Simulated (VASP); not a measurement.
Wanted: the native input for a VASP 6.6.1 run.

| Item | Value |
| --- | --- |
| Task | single point |
| Functional | PBE |
| Potentials or basis | VASP PAW PBE potentials, release 64 (Zr_sv, B) |
| Cutoff | 520 eV |
| k mesh | 12 × 12 × 10 |
| Occupations | gaussian, width 0.1 eV |
| Spin | no spin polarisation |
| Dipole correction | no |
| Further INCAR settings | ALGO = Normal; EDIFF = 1e-07; NBANDS = 23 |

The structure of ZrB lies in POSCAR:

```
ZrB
1.0
    2.4030095146      2.4030095146      0.0000000000
   -2.4030095146      2.4030095146      0.0000000000
    0.0000000000      0.0000000000      4.9401592646
Zr B
2 2
Direct
    0.0000000000      0.0000000000      0.0000000000
    0.5000000000      0.5000000000      0.5000000000
    0.5000000000      0.5000000000      0.0000000000
    0.0000000000      0.0000000000      0.5000000000
```

This cell differs from its parent crystal: biaxial strain in the a-b plane: -2.0 %, then relaxed in part.

These files were run (other wordings do the same):

INCAR

```
ALGO = Normal
EDIFF = 1E-7
ENCUT = 520
GGA = PE
ISIF = 2
ISMEAR = 0
LASPH = T
LCHARG = T
LELF = T
LREAL = F
LVHAR = T
LWAVE = F
NBANDS = 23
NELM = 80
PREC = Accurate
SIGMA = 0.1
```

KPOINTS

```
k-points
0
Gamma
  12 12 10
```

Potentials or basis: VASP PAW PBE potentials, release 64 (Zr_sv, B).

The run is started by

```console
$ cat potpaw_PBE.64/Zr_sv/POTCAR potpaw_PBE.64/B/POTCAR > POTCAR
$ mpirun -np 1 vasp_std > vasp.out
```

It gave:

| Property | Result |
| --- | --- |
| Pressure | 6.0 GPa |
| Band gap on the k mesh | zero (bands 15 and 16 overlap by 3.21 eV) |

Caveat: the cell differs from its parent crystal (biaxial strain in the a-b plane: -2.0 %, then relaxed in part); the cell stands under pressure.

It took 2.2 min on 1 thread of AMD EPYC 9R45 96-Core Processor (Zen 5), with other jobs on the host, peak memory 0.28 GiB.
